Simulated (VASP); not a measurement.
# Si4C (P6_3/mmc) in VASP: notebook

Si4C is run at these levels: PBE; tasks: relaxation of cell and atoms.

Everything below comes from runs of VASP 6.6.1. Logs are shortened: lines on timing, memory, paths and dates and some standing lists are left out, and cuts for length are marked.

## 1. The cell of the first run

It takes space group P6_3/mmc (No. 194, hexagonal). Conventional cell: a = 2.931 Å, b = 2.931 Å, c = 16.926 Å, α = 90.00°, β = 90.00°, γ = 120.00°. Within 2.8 Å of Si (site symmetry 3m) lie 3 C at 2.09 Å and 4 Si at 2.44 to 2.67 Å. Within 3.3 Å of Si (site symmetry 3m) lie 12 Si at 2.53 to 2.93 Å and 1 C at 3.29 Å. C (site symmetry -6m2) has 6 Si at 2.09 Å within 2.8 Å.

## 2. Relaxation of cell and atoms, PBE

Input file INCAR:

```
PREC = Accurate
ENCUT = 600
EDIFF = 1E-7
ISMEAR = 0
SIGMA = 0.1
LREAL = F
LASPH = T
NELM = 80
ALGO = Normal
ISIF = 3
LWAVE = F
LCHARG = F
GGA = PE
IBRION = 2
NSW = 100
EDIFFG = -0.01
```

Input file KPOINTS:

```
regular mesh
0
Gamma
  12 12 4
```

Input file POSCAR:

```
Si4C
1.0
    2.9307391716      0.0000000000      0.0000000000
   -1.4653695858      2.5380945745      0.0000000000
    0.0000000000      0.0000000000     16.9264944325
Si C
8 2
Direct
    0.3333333333      0.6666666667      0.8219789074
    0.3333333333      0.6666666667      0.0556677553
    0.3333333333      0.6666666667      0.4443322447
    0.3333333333      0.6666666667      0.6780210926
    0.6666666667      0.3333333333      0.9443322447
    0.6666666667      0.3333333333      0.1780210926
    0.6666666667      0.3333333333      0.3219789074
    0.6666666667      0.3333333333      0.5556677553
    0.3333333333      0.6666666667      0.2500000000
    0.6666666667      0.3333333333      0.7500000000
```

Potentials or basis: VASP PAW PBE potentials, release 64 (Si, C).

Started as:

```
> cat potpaw_PBE.64/Si/POTCAR potpaw_PBE.64/C/POTCAR > POTCAR
> mpirun -np 1 vasp_std > vasp.out
```

OUTCAR:

```text
PREC = Accurate
   ENCUT = 600
   EDIFF = 1E-7
   ISMEAR = 0
   LREAL = F
   LASPH = T
   NELM = 80
   ISIF = 3
   GGA = PE
   IBRION = 2
   NSW = 100
   EDIFFG = -0.01

 ion  position               nearest neighbor table
   1  0.333  0.667  0.822-  10 2.09  10 2.09  10 2.09   4 2.44   5 2.67   5 2.67   5 2.67
   2  0.333  0.667  0.056-   5 2.53   5 2.53   5 2.53   6 2.67   6 2.67   6 2.67
   3  0.333  0.667  0.444-   8 2.53   8 2.53   8 2.53   7 2.67   7 2.67   7 2.67
   4  0.333  0.667  0.678-  10 2.09  10 2.09  10 2.09   1 2.44   8 2.67   8 2.67   8 2.67
   5  0.667  0.333  0.944-   2 2.53   2 2.53   2 2.53   1 2.67   1 2.67   1 2.67
   6  0.667  0.333  0.178-   9 2.09   9 2.09   9 2.09   7 2.44   2 2.67   2 2.67   2 2.67
   7  0.667  0.333  0.322-   9 2.09   9 2.09   9 2.09   6 2.44   3 2.67   3 2.67   3 2.67
   8  0.667  0.333  0.556-   3 2.53   3 2.53   3 2.53   4 2.67   4 2.67   4 2.67
   9  0.333  0.667  0.250-   6 2.09   7 2.09   6 2.09   7 2.09   6 2.09   7 2.09
  10  0.667  0.333  0.750-   1 2.09   4 2.09   1 2.09   4 2.09   1 2.09   4 2.09

  LATTYP: Found a hexagonal cell.
 ALAT       =     2.9307391716
 C/A-ratio  =     5.7755035305

  Lattice vectors:

 A1 = (   2.9307391716,   0.0000000000,   0.0000000000)
 A2 = (  -1.4653695858,   2.5380945745,   0.0000000000)
 A3 = (   0.0000000000,   0.0000000000,  16.9264944325)

Analysis of symmetry for initial positions (statically):
=====================================================================
 Subroutine PRICEL returns:
 Original cell was already a primitive cell.

 Routine SETGRP: Setting up the symmetry group for a
 hexagonal supercell.

 Subroutine GETGRP returns: Found 24 space group operations
 (whereof 12 operations were pure point group operations)
 out of a pool of 24 trial point group operations.

The static configuration has the point symmetry D_3d.
 The point group associated with its full space group is D_6h.

Analysis of symmetry for dynamics (positions and initial velocities):
=====================================================================
 Subroutine PRICEL returns:
 Original cell was already a primitive cell.

 Routine SETGRP: Setting up the symmetry group for a
 hexagonal supercell.

 Subroutine GETGRP returns: Found 24 space group operations
 (whereof 12 operations were pure point group operations)
 out of a pool of 24 trial point group operations.

The dynamic configuration has the point symmetry D_3d.
 The point group associated with its full space group is D_6h.

 Subroutine INISYM returns: Found 24 space group operations
 (whereof 12 operations are pure point group operations),
 and found     1 'primitive' translations

----------------------------------------------------------------------------------------

                                     Primitive cell

  volume of cell :     125.9076

  direct lattice vectors                    reciprocal lattice vectors
     2.930739172  0.000000000  0.000000000     0.341210849  0.196998175  0.000000000
    -1.465369586  2.538094575  0.000000000     0.000000000  0.393996351  0.000000000
     0.000000000  0.000000000 16.926494433     0.000000000  0.000000000  0.059078978

  length of vectors
     2.930739172  2.930739172 16.926494433     0.393996351  0.393996351  0.059078978

  position of ions in fractional coordinates (direct lattice)
     0.333333333  0.666666667  0.821978907
     0.333333333  0.666666667  0.055667755
     0.333333333  0.666666667  0.444332245
     0.333333333  0.666666667  0.678021093
     0.666666667  0.333333333  0.944332245
     0.666666667  0.333333333  0.178021093
     0.666666667  0.333333333  0.321978907
     0.666666667  0.333333333  0.555667755
     0.333333333  0.666666667  0.250000000
     0.666666667  0.333333333  0.750000000

  ion indices of the primitive-cell ions
   primitive index   ion index
                 1           1
                 2           2
                 3           3
                 4           4
                 5           5
                 6           6
                 7           7
                 8           8
                 9           9
                10          10

----------------------------------------------------------------------------------------

 KPOINTS: regular mesh

Automatic generation of k-mesh.
 Grid dimensions read from file:
 generate k-points for:   12   12    4

 Generating k-lattice:

  Cartesian coordinates                     Fractional coordinates (reciprocal lattice)
     0.028434237  0.016416515  0.000000000     0.083333333 -0.000000000  0.000000000
     0.000000000  0.032833029  0.000000000     0.000000000  0.083333333  0.000000000
     0.000000000  0.000000000  0.014769745     0.000000000  0.000000000  0.250000000

  Length of vectors
     0.032833029  0.032833029  0.014769745

  Shift w.r.t. Gamma in fractional coordinates (k-lattice)
     0.000000000  0.000000000  0.000000000

 Subroutine IBZKPT returns following result:
[... 41 lines left out ...]
   ISYM   =      2    0-nonsym 1-usesym 2-fastsym
   POTIM  = 0.5000    time-step for ionic-motion
   TEBEG  =    0.0;   TEEND  =   0.0 temperature during run
   PSTRESS=    0.0 pullay stress
   NELECT =      40.0000    total number of electrons
   NUPDOWN=      -1.0000    fix difference up-down
   EMIN   =  10.00;   EMAX   =-10.00  energy-range for DOS
   EFERMI =   0.00;   METHOD = LEGACY
   ISMEAR =     0;   SIGMA  =   0.10  broadening in eV -4-tet -1-fermi 0-gaus
   EFERMI_NEDOS =   21; number of points for ismear=-14 and -15
   IALGO  =     38    algorithm
   IMIX   =      4    mixing-type and parameters
     AMIX     =   0.40;   BMIX     =  1.00
     AMIX_MAG =   1.60;   BMIX_MAG =  1.00
  volume/ion in A,a.u.               =      12.59        84.97
  Fermi-wavevector in a.u.,A,eV,Ry     =   1.117063  2.110942 16.977741  1.247829
  Thomas-Fermi vector in A             =   2.253682
   LORBIT       =      0    0 simple, 1 ext, 2 COOP (PROOUT), +10 PAW based schemes
   GGA     = PE    functional components
   LHFCALC =     F    Hartree Fock is set to
   AEXX    =    0.0000 exact exchange contribution
   IVDW    =     0    specifies the selected vdW correction
   LEPSILON=     F    determine dielectric tensor
   LRPA    =     F    only Hartree local field effects (RPA)
 conjugate gradient relaxation of ions
 non-spin polarized calculation
 Gauss-broadening in eV      SIGMA  =   0.10
  energy-cutoff  :      600.00
  volume of cell :      125.91
 maximum number of plane-waves:      4234
 NGX is ok and might be reduce to    24
   NGX = 11   NGY = 11   NGZ = 67

--------------------------------------- Ionic step        1  -------------------------------------------

 number of electron      40.0000002 magnetization

 Free energy of the ion-electron system (eV)
  ---------------------------------------------------
  ext. energy  EPLUGINS =         0.00000000
  ---------------------------------------------------
  free energy    TOTEN  =       -55.20375521 eV

  energy without entropy =      -55.18403277  energy(sigma->0) =      -55.19389399

------------------------ aborting loop because EDIFF is reached ----------------------------------------

  FORCE on cell =-STRESS in cart. coord.  units (eV):
  Direction    XX          YY          ZZ          XY          YZ          ZX
  --------------------------------------------------------------------------------------
  -------------------------------------------------------------------------------------
  Total       -0.3939932     -0.3939932      0.2114453      0.0000000     -0.0000000      0.0000000
  in kB       -5.0135725     -5.0135725      2.6906464      0.0000000     -0.0000000      0.0000000
  external PRESSURE =      -2.4454995 kB  Pullay stress =       0.0000000 kB
[... 113 lines left out ...]
  FREE ENERGIE OF THE ION-ELECTRON SYSTEM (eV)
  ---------------------------------------------------
  free  energy   TOTEN  =       -55.2162163295 eV

  energy  without entropy=      -55.1929042654  energy(sigma->0) =      -55.20456030

[... ionic steps 4 to 27 ...]

--------------------------------------- Ionic step       28  -------------------------------------------

 number of electron      39.9999998 magnetization

------------------------ aborting loop because EDIFF is reached ----------------------------------------

  FORCE on cell =-STRESS in cart. coord.  units (eV):
  Direction    XX          YY          ZZ          XY          YZ          ZX
  --------------------------------------------------------------------------------------
  -------------------------------------------------------------------------------------
  Total        0.0750674      0.0750674      0.0574673      0.0000000      0.0000000      0.0000000
  in kB        0.9509786      0.9509786      0.7280147      0.0000000      0.0000000      0.0000000
  external PRESSURE =       0.8766573 kB  Pullay stress =       0.0000000 kB
[... 73 lines left out ...]
  energy  without entropy=      -55.3599752247  energy(sigma->0) =      -55.36818891

--------------------------------------- Ionic step       30  -------------------------------------------

 number of electron      39.9999998 magnetization

 Free energy of the ion-electron system (eV)
  ---------------------------------------------------
  ext. energy  EPLUGINS =         0.00000000
  ---------------------------------------------------
  free energy    TOTEN  =       -55.37652410 eV

  energy without entropy =      -55.36006689  energy(sigma->0) =      -55.36829549

 E-fermi :  10.1262     XC(G=0): -11.3737

 val. band max:       10.1117786756   @ k =   0.3333   0.1667   0.2500
 cond. band min:      10.1273313379   @ k =   0.2500   0.1667   0.5000
 fundamental gap:      0.0155526623
 Fermi energy:        10.1261842592

 k-point     1 :       0.0000    0.0000    0.0000
  band No.  band energies     occupation
      1      -6.9590      2.00000
      2      -6.9503      2.00000
      3      -3.5604      2.00000
      4      -3.1286      2.00000
      5      -2.4659      2.00000
      6      -1.0574      2.00000
[... 685 lines left out ...]
     25      13.1835      0.00000
     26      13.3359      0.00000

 [... further k-points ...]
[... 5 lines left out ...]
  --------------------------------------------------------------------------------------
  -------------------------------------------------------------------------------------
  Total        0.0749006      0.0749006      0.0761033      0.0000000      0.0000000      0.0000000
  in kB        0.9485226      0.9485226      0.9637525      0.0000000      0.0000000      0.0000000
  external PRESSURE =       0.9535992 kB  Pullay stress =       0.0000000 kB
[... 25 lines left out ...]
  FREE ENERGIE OF THE ION-ELECTRON SYSTEM (eV)
  ---------------------------------------------------
  free  energy   TOTEN  =       -55.3765240965 eV

  energy  without entropy=      -55.3600668865  energy(sigma->0) =      -55.36829549

 reached required accuracy - stopping structural energy minimisation
```

Run time: 83 min. Hardware: 1 thread of Intel Xeon Platinum 8488C (Sapphire Rapids), shared host; peak memory 0.39 GiB.

What came out:

- Free energy: -55.3765 eV
- Relaxed volume: 12.65 Å³/atom
- Relaxed cell: a = 2.856 Å, b = 2.856 Å, c = 17.905 Å, α = 90.00°, β = 90.00°, γ = 120.00°
- Space group after relaxing (to 0.05 Å): P6_3/mmc (No. 194)
- Energy gained by relaxing: 17.3 meV/atom
- Ionic steps: 30
- Pressure after relaxing: 0.1 GPa
- Largest force after relaxing: 0.009 eV/Å

Forces in eV/Å, atoms in the order of the input:
```
Si   0.000  0.000 -0.007
Si   0.000  0.000 -0.009
Si   0.000  0.000  0.009
Si   0.000  0.000  0.007
Si   0.000  0.000  0.009
Si   0.000  0.000  0.007
Si   0.000  0.000 -0.007
Si   0.000  0.000 -0.009
C    0.000  0.000  0.000
C    0.000  0.000  0.000
```

Step by step:
| step | energy change (eV) | largest force (eV/Å) | pressure (GPa) | volume (Å³) |
| --- | --- | --- | --- | --- |
| 1 | 0.0000 | 0.1053 | -0.24 | 125.91 |
| 2 | -0.0042 | 0.0777 | 0.06 | 125.56 |
| 3 | -0.0125 | 0.0252 | 1.10 | 124.51 |
| 4 | -0.0114 | 0.2295 | 3.50 | 122.40 |
| 5 | -0.0177 | 0.0812 | 1.91 | 123.75 |
| 6 | -0.0169 | 0.1642 | 2.84 | 122.94 |
| 7 | -0.0184 | 0.1149 | 2.27 | 123.42 |
| 8 | -0.0189 | 0.1141 | 2.29 | 123.40 |
| 9 | -0.0202 | 0.1120 | 2.35 | 123.34 |
| 10 | -0.0227 | 0.1357 | 2.48 | 123.22 |
| 11 | -0.0270 | 0.1895 | 2.76 | 122.99 |
| 12 | -0.0323 | 0.2877 | 3.32 | 122.52 |
| 13 | -0.0401 | 0.2982 | 3.17 | 122.63 |
| 14 | -0.0608 | 0.3252 | 2.74 | 122.96 |
| 15 | -0.0928 | 0.3699 | 1.96 | 123.61 |
| 16 | -0.0850 | 0.6269 | 0.51 | 124.86 |
| 17 | -0.1054 | 0.4457 | 1.37 | 124.11 |
| 18 | -0.1057 | 0.4751 | 1.23 | 124.23 |
| 19 | -0.1192 | 0.3865 | 0.97 | 124.64 |
| 20 | -0.1426 | 0.3171 | 0.27 | 125.87 |
| 21 | -0.1451 | 0.2941 | 0.00 | 126.41 |
| 22 | -0.1516 | 0.2678 | 0.09 | 126.38 |
| 23 | -0.1625 | 0.1837 | 0.36 | 126.31 |
| 24 | -0.1630 | 0.2263 | 0.45 | 126.29 |
| 25 | -0.1679 | 0.1283 | 0.25 | 126.42 |
| 26 | -0.1713 | 0.0473 | -0.12 | 126.65 |
| 27 | -0.1719 | 0.0428 | -0.06 | 126.60 |
| 28 | -0.1726 | 0.0313 | 0.09 | 126.47 |
| 29 | -0.1726 | 0.0294 | 0.11 | 126.45 |
| 30 | -0.1728 | 0.0094 | 0.10 | 126.52 |

Final structure:
```yaml
crystal:
  lattice:
    - [2.85642, 0.00000, 0.00000]
    - [-1.42821, 2.47374, 0.00000]
    - [0.00000, 0.00000, 17.90492]
  atoms:
    - { symbol: Si, position: [0.33333, 0.66667, 0.81758] }
    - { symbol: Si, position: [0.33333, 0.66667, 0.05764] }
    - { symbol: Si, position: [0.33333, 0.66667, 0.44236] }
    - { symbol: Si, position: [0.33333, 0.66667, 0.68242] }
    - { symbol: Si, position: [0.66667, 0.33333, 0.94236] }
    - { symbol: Si, position: [0.66667, 0.33333, 0.18242] }
    - { symbol: Si, position: [0.66667, 0.33333, 0.31758] }
    - { symbol: Si, position: [0.66667, 0.33333, 0.55764] }
    - { symbol: C, position: [0.33333, 0.66667, 0.25000] }
    - { symbol: C, position: [0.66667, 0.33333, 0.75000] }
```

Levels at points of the mesh, in eV from the Fermi level:
| k point | band 16 | band 17 | band 18 | band 19 | band 20 | band 21 | band 22 | band 23 | band 24 | band 25 |
| --- | --- | --- | --- | --- | --- | --- | --- | --- | --- | --- |
| (0.00, 0.00, 0.00) | -0.53 | 0.71 | 3.77 | 5.45 | 5.48 | 6.21 | 6.69 | 6.69 | 6.74 | 6.84 |
| (0.50, 0.00, 0.00) | -3.20 | -3.06 | -2.91 | -2.28 | -1.62 | -0.02 | 1.12 | 1.36 | 2.07 | 2.46 |
| (0.00, 0.00, 0.50) | -0.85 | 2.39 | 2.39 | 5.47 | 5.47 | 6.70 | 6.70 | 6.70 | 6.70 | 6.99 |
| (0.50, 0.00, 0.50) | -3.29 | -3.20 | -3.20 | -1.60 | -1.60 | 0.05 | 0.05 | 2.43 | 2.43 | 2.55 |

Caveat: the bands computed are all filled at some k points, so no gap is given.

## 3. Relaxation of cell and atoms, PBE

This run uses another cell than the first one, of 12.67 Å³/atom, 1.006 times its volume.

Input file INCAR:

```
SYSTEM = Si4C
  PREC = Accurate
  ENCUT = 600
  EDIFF = 1E-6
  ISMEAR = 0
  SIGMA = 0.1
  LREAL = .False.
  LASPH = .True.
  NELM = 60
  ALGO = Normal
  ISIF = 3
  LWAVE = .False.
  LCHARG = .False.
  GGA = PE
  IBRION = 2
  NSW = 100
  EDIFFG = -0.01
```

Input file KPOINTS:

```
Automatic mesh
0
Gamma
  18 18 2
  0 0 0
```

Input file POSCAR:

```
Si4C
1.0
    2.8569549245      0.0000000000      0.0000000000
   -1.4284774622      2.4741955421      0.0000000000
    0.0000000000      0.0000000000     17.9189834971
Si C
8 2
Direct
    0.3333333333      0.6666666667      0.8175775479
    0.3333333333      0.6666666667      0.0575963734
    0.3333333333      0.6666666667      0.4424036266
    0.3333333333      0.6666666667      0.6824224521
    0.6666666667      0.3333333333      0.9424036266
    0.6666666667      0.3333333333      0.1824224521
    0.6666666667      0.3333333333      0.3175775479
    0.6666666667      0.3333333333      0.5575963734
    0.3333333333      0.6666666667      0.2500000000
    0.6666666667      0.3333333333      0.7500000000
```

Potentials or basis: VASP PAW PBE potentials, release 64 (Si, C).

Started as:

```
> cat potpaw_PBE.64/Si/POTCAR potpaw_PBE.64/C/POTCAR > POTCAR
> mpirun -np 1 vasp_std > vasp.out
```

Run time: 16 min. Hardware: 1 thread of Intel Xeon Platinum 8488C (Sapphire Rapids), shared host; peak memory 0.43 GiB.

Results (log left out):

```yaml
Free_energy: -55.3090 eV
Relaxed_volume: 12.65 Å³/atom
Relaxed_cell: a = 2.850 Å, b = 2.850 Å, c = 17.976 Å, α = 90.00°, β = 90.00°, γ = 120.00°
Space_group_after_relaxing_to_0.05_Å: P6_3/mmc (No. 194)
Energy_gained_by_relaxing: 0.3 meV/atom
Ionic_steps: 5
Pressure_after_relaxing: 0.1 GPa
Largest_force_after_relaxing: 0.005 eV/Å
```

Forces in eV/Å, atoms in the order of the input:
```
Si   0.000  0.000  0.001
Si   0.000  0.000 -0.005
Si   0.000  0.000  0.005
Si   0.000  0.000 -0.001
Si   0.000  0.000  0.005
Si   0.000  0.000 -0.001
Si   0.000  0.000  0.001
Si   0.000  0.000 -0.005
C    0.000  0.000  0.000
C    0.000  0.000  0.000
```

The path:
```tsv
step	energy change (eV)	largest force (eV/Å)	pressure (GPa)	volume (Å³)
1	0.0000	0.0813	-0.07	126.66
2	-0.0016	0.0585	0.03	126.56
3	-0.0028	0.0632	0.23	126.38
4	-0.0032	0.0212	-0.01	126.51
5	-0.0033	0.0049	0.06	126.48
```

Final structure:
```cif
data_structure
_symmetry_space_group_name_H-M 'P 1'
_symmetry_Int_Tables_number 1
_cell_length_a 2.8503
_cell_length_b 2.8503
_cell_length_c 17.9762
_cell_angle_alpha 90.000
_cell_angle_beta 90.000
_cell_angle_gamma 120.000
_cell_volume 126.48
loop_
_atom_site_label
_atom_site_type_symbol
_atom_site_fract_x
_atom_site_fract_y
_atom_site_fract_z
_atom_site_occupancy
Si1 Si 0.33333 0.66667 0.81728 1
Si2 Si 0.33333 0.66667 0.05835 1
Si3 Si 0.33333 0.66667 0.44165 1
Si4 Si 0.33333 0.66667 0.68272 1
Si5 Si 0.66667 0.33333 0.94165 1
Si6 Si 0.66667 0.33333 0.18272 1
Si7 Si 0.66667 0.33333 0.31728 1
Si8 Si 0.66667 0.33333 0.55835 1
C1 C 0.33333 0.66667 0.25000 1
C2 C 0.66667 0.33333 0.75000 1
```

Levels at points of the mesh, in eV from the Fermi level:
| k point | band 16 | band 17 | band 18 | band 19 | band 20 | band 21 | band 22 | band 23 | band 24 | band 25 |
| --- | --- | --- | --- | --- | --- | --- | --- | --- | --- | --- |
| (0.00, 0.00, 0.00) | -0.70 | 0.55 | 3.63 | 5.49 | 5.52 | 5.98 | 6.72 | 6.72 | 6.80 | 6.80 |
| (0.50, 0.00, 0.00) | -3.24 | -3.14 | -2.97 | -2.38 | -1.68 | -0.12 | 1.01 | 1.23 | 1.95 | 2.49 |
| (0.00, 0.00, 0.50) | -0.88 | 2.22 | 2.22 | 5.51 | 5.51 | 6.74 | 6.74 | 6.74 | 6.74 | 7.02 |
| (0.50, 0.00, 0.50) | -3.36 | -3.24 | -3.24 | -1.67 | -1.67 | -0.06 | -0.06 | 2.30 | 2.30 | 2.45 |

Caveat: the bands computed are all filled at some k points, so no gap is given.
